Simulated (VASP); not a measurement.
Here is a VASP 6.6.1 calculation.

INCAR

```
ALGO = Normal ; EDIFF = 1E-6
ENCUT = 520 ; GGA = PE
ISIF = 2 ; ISMEAR = -1
LASPH = T ; LCHARG = T
LELF = T ; LREAL = F
LVHAR = T ; LWAVE = F
NBANDS = 28 ; NELM = 60
PREC = Accurate ; SIGMA = 0.08
```

Contents of KPOINTS:

```
k-points
0
Gamma
  9 9 3
```

POSCAR

```
Sr
1.0
    4.2681203181      0.0000000000      0.0000000000
   -2.1340601591      3.6963006219      0.0000000000
    0.0000000000      0.0000000000     13.9761587667
Sr
4
Direct
    0.0000000000      0.0000000000      0.0000000000
    0.0000000000      0.0000000000      0.5000000000
    0.3333333333      0.6666666667      0.2500000000
    0.6666666667      0.3333333333      0.7500000000
```

Potentials or basis: VASP PAW PBE potentials, release 64 (Sr_sv).

Launch:

```console
$ cat potpaw_PBE.64/Sr_sv/POTCAR > POTCAR
$ mpirun -np 1 vasp_std > vasp.out
```

(1) What does it give for the pressure?

(2) Estimate the band gap on the k mesh.

Answers

(1) 0.0 GPa.

(2) zero (bands 20 and 21 overlap by 0.16 eV).
